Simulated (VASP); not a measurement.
# P (P4_2/mcm) in VASP: single point with PBE

Aim: the single point of P with PBE.

Program: VASP 6.6.1. These are calculated values, not measurements. Logs are shortened: lines on timing, memory, paths and dates and some standing lists are left out, and cuts for length are marked.

### Step 1. The cell of the first run

Symmetry: P4_2/mcm, No. 132, tetragonal system. The conventional cell has a = 5.738 Å, b = 5.738 Å, c = 4.414 Å, α = 90.00°, β = 90.00°, γ = 90.00°. Within 2.5 Å of P (site symmetry m) lie 4 P at 1.89 to 2.39 Å.

### Step 2. Single point, PBE

The input, INCAR:

```
  ALGO = Normal
  EDIFF = 1E-6
  ENCUT = 520
  GGA = PE
  ISIF = 2
  ISMEAR = 0
  LASPH = True
  LCHARG = True
  LELF = True
  LREAL = False
  LVHAR = True
  LWAVE = False
  NBANDS = 30
  NELM = 80
  PREC = Accurate
  SIGMA = 0.1
```

The input, KPOINTS:

```
k-points
0
Gamma
  4 4 4
```

The input, POSCAR:

```
P
1.0
    5.7382196800      0.0000000000      0.0000000000
    0.0000000000      5.7382196800      0.0000000000
    0.0000000000      0.0000000000      4.4143044900
P
8
Direct
    0.6571883500      0.9519542900      0.0000000000
    0.3428116500      0.0480457100      0.0000000000
    0.0480457100      0.6571883500      0.5000000000
    0.9519542900      0.3428116500      0.5000000000
    0.3428116500      0.9519542900      0.5000000000
    0.6571883500      0.0480457100      0.5000000000
    0.9519542900      0.6571883500      0.0000000000
    0.0480457100      0.3428116500      0.0000000000
```

Potentials or basis: VASP PAW PBE potentials, release 64 (P).

The run is started by

```sh
$ cat potpaw_PBE.64/P/POTCAR > POTCAR
$ mpirun -np 1 vasp_std > vasp.out
```

OUTCAR:

```text
EDIFF = 1E-6
   ENCUT = 520
   GGA = PE
   ISIF = 2
   ISMEAR = 0
   LASPH = True
   LREAL = False
   NELM = 80
   PREC = Accurate

 ion  position               nearest neighbor table
   1  0.657  0.952  0.000-   2 1.89   6 2.27   6 2.27   7 2.39   5 2.85   5 2.85
   2  0.343  0.048  0.000-   1 1.89   5 2.27   5 2.27   8 2.39   6 2.85   6 2.85
   3  0.048  0.657  0.500-   4 1.89   7 2.27   7 2.27   5 2.39   8 2.85   8 2.85
   4  0.952  0.343  0.500-   3 1.89   8 2.27   8 2.27   6 2.39   7 2.85   7 2.85
   5  0.343  0.952  0.500-   6 1.89   2 2.27   2 2.27   3 2.39   1 2.85   1 2.85
   6  0.657  0.048  0.500-   5 1.89   1 2.27   1 2.27   4 2.39   2 2.85   2 2.85
   7  0.952  0.657  0.000-   8 1.89   3 2.27   3 2.27   1 2.39   4 2.85   4 2.85
   8  0.048  0.343  0.000-   7 1.89   4 2.27   4 2.27   2 2.39   3 2.85   3 2.85

  LATTYP: Found a simple tetragonal cell.
 ALAT       =     5.7382196800
 C/A-ratio  =     0.7692811945

  Lattice vectors:

 A1 = (   5.7382196800,   0.0000000000,   0.0000000000)
 A2 = (   0.0000000000,   5.7382196800,   0.0000000000)
 A3 = (   0.0000000000,   0.0000000000,   4.4143044900)

Analysis of symmetry for initial positions (statically):
=====================================================================
 Subroutine PRICEL returns:
 Original cell was already a primitive cell.

 Routine SETGRP: Setting up the symmetry group for a
 simple tetragonal supercell.

 Subroutine GETGRP returns: Found 16 space group operations
 (whereof  8 operations were pure point group operations)
 out of a pool of 16 trial point group operations.

The static configuration has the point symmetry D_2h.
 The point group associated with its full space group is D_4h.

Analysis of symmetry for dynamics (positions and initial velocities):
=====================================================================
 Subroutine PRICEL returns:
 Original cell was already a primitive cell.

 Routine SETGRP: Setting up the symmetry group for a
 simple tetragonal supercell.

 Subroutine GETGRP returns: Found 16 space group operations
 (whereof  8 operations were pure point group operations)
 out of a pool of 16 trial point group operations.

The dynamic configuration has the point symmetry D_2h.
 The point group associated with its full space group is D_4h.

 Subroutine INISYM returns: Found 16 space group operations
 (whereof  8 operations are pure point group operations),
 and found     1 'primitive' translations

----------------------------------------------------------------------------------------

                                     Primitive cell

  volume of cell :     145.3505

  direct lattice vectors                    reciprocal lattice vectors
     5.738219680  0.000000000  0.000000000     0.174270080  0.000000000  0.000000000
     0.000000000  5.738219680  0.000000000     0.000000000  0.174270080  0.000000000
     0.000000000  0.000000000  4.414304490     0.000000000  0.000000000  0.226536253

  length of vectors
     5.738219680  5.738219680  4.414304490     0.174270080  0.174270080  0.226536253

  position of ions in fractional coordinates (direct lattice)
     0.657188350  0.951954290  0.000000000
     0.342811650  0.048045710  0.000000000
     0.048045710  0.657188350  0.500000000
     0.951954290  0.342811650  0.500000000
     0.342811650  0.951954290  0.500000000
     0.657188350  0.048045710  0.500000000
     0.951954290  0.657188350  0.000000000
     0.048045710  0.342811650  0.000000000

  ion indices of the primitive-cell ions
   primitive index   ion index
                 1           1
                 2           2
                 3           3
                 4           4
                 5           5
                 6           6
                 7           7
                 8           8

----------------------------------------------------------------------------------------

 KPOINTS: k-points

Automatic generation of k-mesh.
 Grid dimensions read from file:
 generate k-points for:    4    4    4

 Generating k-lattice:

  Cartesian coordinates                     Fractional coordinates (reciprocal lattice)
     0.043567520  0.000000000  0.000000000     0.250000000  0.000000000  0.000000000
     0.000000000  0.043567520  0.000000000     0.000000000  0.250000000  0.000000000
     0.000000000  0.000000000  0.056634063     0.000000000  0.000000000  0.250000000

  Length of vectors
     0.043567520  0.043567520  0.056634063

  Shift w.r.t. Gamma in fractional coordinates (k-lattice)
     0.000000000  0.000000000  0.000000000

 Subroutine IBZKPT returns following result:
 ===========================================

 Found     18 irreducible k-points:

 Following reciprocal coordinates:
            Coordinates               Weight
  0.000000  0.000000  0.000000      1.000000
  0.250000  0.000000  0.000000      4.000000
  0.500000  0.000000  0.000000      2.000000
  0.250000  0.250000  0.000000      4.000000
  0.500000  0.250000  0.000000      4.000000
  0.500000  0.500000  0.000000      1.000000
[... 10 lines left out ...]
  0.500000  0.250000  0.500000      4.000000
  0.500000  0.500000  0.500000      1.000000
   k-points           NKPTS =     18   k-points in BZ     NKDIM =     18   number of bands    NBANDS=     30
   number of dos      NEDOS =    301   number of ions     NIONS =      8
   total plane-waves  NPLWV =  82944
   dimension x,y,z NGX =    48 NGY =   48 NGZ =   36
   dimension x,y,z NGXF=    96 NGYF=   96 NGZF=   72
   ions per type =               8
   NGX,Y,Z   is equivalent  to a cutoff of  13.91, 13.91, 13.56 a.u.
   NGXF,Y,Z  is equivalent  to a cutoff of  27.81, 27.81, 27.12 a.u.
 SYSTEM =  unknown system
   PREC   = accura    normal or accurate (medium, high low for compatibility)
   ISTART =      0    job   : 0-new  1-cont  2-samecut
   ICHARG =      2    charge: 1-file 2-atom 10-const
   ISPIN  =      1    spin polarized calculation?
   LNONCOLLINEAR =      F non collinear calculations
   LSORBIT =      F    spin-orbit coupling
   LASPH  =      T    aspherical Exc in radial PAW
   ENCUT  =  520.0 eV  38.22 Ry    6.18 a.u.  10.67 10.67  8.21*2*pi/ulx,y,z
   NELM   =     80;   NELMIN=  2; NELMDL= -5     # of ELM steps
   EDIFF  = 0.1E-05   stopping-criterion for ELM
   LREAL  =      F    real-space projection
   EDIFFG = 0.1E-04   stopping-criterion for IOM
   NSW    =      0    number of steps for IOM
   IBRION =     -1    ionic relax: 0-MD 1-quasi-New 2-CG
   NFREE  =      0    steps in history (QN), initial steepest desc. (CG)
   ISIF   =      2    stress and relaxation
   ISYM   =      2    0-nonsym 1-usesym 2-fastsym
   POTIM  = 0.5000    time-step for ionic-motion
   TEBEG  =    0.0;   TEEND  =   0.0 temperature during run
   PSTRESS=    0.0 pullay stress
   NELECT =      40.0000    total number of electrons
   NUPDOWN=      -1.0000    fix difference up-down
   EMIN   =  10.00;   EMAX   =-10.00  energy-range for DOS
   EFERMI =   0.00;   METHOD = LEGACY
   ISMEAR =     0;   SIGMA  =   0.10  broadening in eV -4-tet -1-fermi 0-gaus
   EFERMI_NEDOS =   21; number of points for ismear=-14 and -15
   IALGO  =     38    algorithm
   IMIX   =      4    mixing-type and parameters
     AMIX     =   0.40;   BMIX     =  1.00
     AMIX_MAG =   1.60;   BMIX_MAG =  1.00
  volume/ion in A,a.u.               =      18.17       122.61
  Fermi-wavevector in a.u.,A,eV,Ry     =   1.064852  2.012279 15.427782  1.133910
  Thomas-Fermi vector in A             =   2.200384
   LORBIT       =      0    0 simple, 1 ext, 2 COOP (PROOUT), +10 PAW based schemes
   GGA     = PE    functional components
   LHFCALC =     F    Hartree Fock is set to
   AEXX    =    0.0000 exact exchange contribution
   IVDW    =     0    specifies the selected vdW correction
   LEPSILON=     F    determine dielectric tensor
   LRPA    =     F    only Hartree local field effects (RPA)
 non-spin polarized calculation
 Gauss-broadening in eV      SIGMA  =   0.10
  energy-cutoff  :      520.00
  volume of cell :      145.35
 maximum number of plane-waves:      3944
 NGX is ok and might be reduce to    48
   NGX = 21   NGY = 21   NGZ = 17

 number of electron      40.0000001 magnetization

 Free energy of the ion-electron system (eV)
  ---------------------------------------------------
  ext. energy  EPLUGINS =         0.00000000
  ---------------------------------------------------
  free energy    TOTEN  =       -35.59305579 eV

  energy without entropy =      -35.56145843  energy(sigma->0) =      -35.57725711

 E-fermi :   6.8476     XC(G=0):  -9.6299

 val. band max:        6.8243720165   @ k =   0.2500   0.0000   0.2500
 cond. band min:       6.8480203412   @ k =   0.5000   0.2500   0.2500
 fundamental gap:      0.0236483248
 Fermi energy:         6.8475949767

 k-point     1 :       0.0000    0.0000    0.0000
  band No.  band energies     occupation
      1     -10.3416      2.00000
      2      -9.2085      2.00000
      3      -4.7891      2.00000
      4      -4.7891      2.00000
      5      -4.4279      2.00000
      6      -3.2352      2.00000
[... 22 lines left out ...]
     29      10.6671      0.00000
     30      10.6678      0.00000

 k-point     2 :       0.2500    0.0000    0.0000
  band No.  band energies     occupation
      1     -10.2031      2.00000
      2      -9.4029      2.00000
      3      -4.8295      2.00000
      4      -4.8098      2.00000
      5      -4.2401      2.00000
      6      -3.3175      2.00000
[... 22 lines left out ...]
     29      10.9663      0.00000
     30      11.1704      0.00000

 k-point     3 :       0.5000    0.0000    0.0000
  band No.  band energies     occupation
      1      -9.8927      2.00000
      2      -9.7677      2.00000
      3      -4.8500      2.00000
      4      -4.8255      2.00000
      5      -4.0176      2.00000
      6      -3.4486      2.00000
[... 22 lines left out ...]
     29      11.6212      0.00000
     30      11.9226      0.00000

 k-point     4 :       0.2500    0.2500    0.0000
  band No.  band energies     occupation
      1     -10.0856      2.00000
      2      -9.5120      2.00000
      3      -5.6439      2.00000
      4      -4.1495      2.00000
      5      -3.9638      2.00000
      6      -3.1992      2.00000
[... 22 lines left out ...]
     29      11.0499      0.00000
     30      12.3993      0.00000

 k-point     5 :       0.5000    0.2500    0.0000
  band No.  band energies     occupation
      1      -9.8283      2.00000
      2      -9.7626      2.00000
      3      -5.9555      2.00000
      4      -3.9217      2.00000
      5      -3.9105      2.00000
      6      -2.8878      2.00000
[... 22 lines left out ...]
     29      11.1118      0.00000
     30      12.2053      0.00000
[... 328 lines left out ...]
     29      11.6070      0.00000
     30      11.6207      0.00000

 k-point    16 :       0.2500    0.2500    0.5000
  band No.  band energies     occupation
      1      -8.4217      2.00000
      2      -8.2634      2.00000
      3      -7.9008      2.00000
      4      -7.6393      2.00000
      5      -4.3435      2.00000
      6      -3.5796      2.00000
[... 22 lines left out ...]
     29      11.3740      0.00000
     30      11.6034      0.00000

 k-point    17 :       0.5000    0.2500    0.5000
  band No.  band energies     occupation
      1      -8.1984      2.00000
      2      -8.1984      2.00000
      3      -7.9048      2.00000
      4      -7.9048      2.00000
      5      -4.3066      2.00000
      6      -4.3066      2.00000
[... 22 lines left out ...]
     29      11.8976      0.00000
     30      11.8976      0.00000

 k-point    18 :       0.5000    0.5000    0.5000
  band No.  band energies     occupation
      1      -8.2178      2.00000
      2      -8.2178      2.00000
      3      -7.7912      2.00000
      4      -7.7912      2.00000
      5      -4.7880      2.00000
      6      -4.7880      2.00000
[... 22 lines left out ...]
     29      12.0123      0.00000
     30      12.0123      0.00000

------------------------ aborting loop because EDIFF is reached ----------------------------------------

  FORCE on cell =-STRESS in cart. coord.  units (eV):
  Direction    XX          YY          ZZ          XY          YZ          ZX
  --------------------------------------------------------------------------------------
  -------------------------------------------------------------------------------------
  Total       24.2140565     24.2140565     21.2102703      0.0000000      0.0000000      0.0000000
  in kB      266.9079480    266.9079480    233.7976587      0.0000000      0.0000000      0.0000000
  external PRESSURE =     255.8711849 kB  Pullay stress =       0.0000000 kB

 VOLUME and BASIS-vectors are now :
 -----------------------------------------------------------------------------
  energy-cutoff  :      520.00
  volume of cell :      145.35
      direct lattice vectors                 reciprocal lattice vectors
     5.738219680  0.000000000  0.000000000     0.174270080  0.000000000  0.000000000
     0.000000000  5.738219680  0.000000000     0.000000000  0.174270080  0.000000000
     0.000000000  0.000000000  4.414304490     0.000000000  0.000000000  0.226536253

 POSITION                                       TOTAL-FORCE (eV/Angst)
 -----------------------------------------------------------------------------------
      3.77109      5.46252      0.00000         5.975060     -0.996266     -0.000000
      1.96713      0.27570      0.00000        -5.975060      0.996266      0.000000
      0.27570      3.77109      2.20715         0.996266      5.975060     -0.000000
      5.46252      1.96713      2.20715        -0.996266     -5.975060      0.000000
      1.96713      5.46252      2.20715        -5.975060     -0.996266      0.000000
      3.77109      0.27570      2.20715         5.975060      0.996266     -0.000000
      5.46252      3.77109      0.00000        -0.996266      5.975060      0.000000
      0.27570      1.96713      0.00000         0.996266     -5.975060     -0.000000
 -----------------------------------------------------------------------------------
    total drift:                               -0.000000      0.000000      0.000000

  FREE ENERGIE OF THE ION-ELECTRON SYSTEM (eV)
  ---------------------------------------------------
  free  energy   TOTEN  =       -35.5930557919 eV

  energy  without entropy=      -35.5614584332  energy(sigma->0) =      -35.57725711
```

Run time: 51 s. Hardware: 1 thread of AMD EPYC 9R45 (Zen 5), shared host; peak memory 0.24 GiB.

What came out:

```yaml
Free_energy: -35.5931 eV
Pressure: 25.6 GPa
Largest_force: 6.058 eV/Å
Band_gap_on_the_k_mesh: zero (band 20 reaches 7.22 eV, above the bottom of band 21 at 6.44 eV)
```

Forces on the atoms (eV/Å):
```
P    5.975 -0.996  0.000
P   -5.975  0.996  0.000
P    0.996  5.975  0.000
P   -0.996 -5.975  0.000
P   -5.975 -0.996  0.000
P    5.975  0.996  0.000
P   -0.996  5.975  0.000
P    0.996 -5.975  0.000
```

Stress tensor (GPa, compression positive):
```
26.69  0.00  0.00
 0.00 26.69  0.00
 0.00  0.00 23.38
```

Levels at points of the mesh, in eV from the Fermi level:
```
           k point  band 17  band 18  band 19  band 20  band 21  band 22  band 23  band 24
(0.00, 0.00, 0.00)    -2.00    -1.95    -1.75    -0.20    -0.20     1.99     2.98     3.00
(0.50, 0.00, 0.00)    -3.45    -2.44    -0.70     0.16     0.83     1.51     1.79     2.01
(0.50, 0.50, 0.00)    -1.80    -1.80    -0.91     0.10     0.54     0.54     0.79     1.02
(0.00, 0.00, 0.50)    -1.82    -1.82    -1.01    -1.01     1.48     1.48     2.07     2.07
(0.50, 0.00, 0.50)    -1.22    -1.22    -1.10    -1.10     0.75     0.75     0.76     0.76
(0.50, 0.50, 0.50)    -1.81    -1.81    -0.30    -0.30     0.56     0.56     0.86     0.86
```

Caveat: forces of over 1 eV/Å act on the atoms, so gaps and moduli don't describe the material at rest.
